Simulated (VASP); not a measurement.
Write the native input for VASP 6.6.1 that does the following.

- Task: single point
- Functional: PBE
- Potentials or basis: VASP PAW PBE potentials, release 64 (Mo_sv)
- Cutoff: 520 eV
- k mesh: 22 × 22 × 22
- Occupations: gaussian, width 0.15 eV
- Spin: no spin polarisation
- Dipole correction: no
- Further INCAR settings: ALGO = Fast; EDIFF = 1e-06; NBANDS = 13

The structure of Mo lies in POSCAR:

```
Mo
1.0
    0.0000000000      2.1324827332      1.6914853039
    2.1324827332      0.0000000000      1.6914853039
    2.1324827332      2.1324827332      0.0000000000
Mo
1
Direct
    0.0000000000      0.0000000000      0.0000000000
```

This cell differs from its parent crystal: volume 15.384 Å^3 an atom, c/a of the conventional cell 0.7932.

The input as run:

INCAR

```
SYSTEM = Mo
PREC = Accurate
ENCUT = 520
EDIFF = 1E-6
ISMEAR = 0
SIGMA = 0.15
LREAL = .FALSE.
LASPH = .TRUE.
NELM = 80
ALGO = Fast
ISIF = 2
LWAVE = .FALSE.
LCHARG = .FALSE.
GGA = PE
NBANDS = 13
```

KPOINTS

```
regular mesh
0
G
  22 22 22
  0 0 0
```

Potentials or basis: VASP PAW PBE potentials, release 64 (Mo_sv).

Launch:

```sh
$ cat potpaw_PBE.64/Mo_sv/POTCAR > POTCAR
$ mpirun -np 1 vasp_std > vasp.out
```

Results of the run:

| Property | Result |
| --- | --- |
| Pressure | 9.3 GPa |
| Band gap on the k mesh | zero (band 7 reaches 16.69 eV, above the bottom of band 8 at 11.79 eV) |

Wall time 50 s on 1 thread of Intel(R) Xeon(R) 6975P-C (Granite Rapids), with other jobs on the host, peak memory 0.26 GiB.
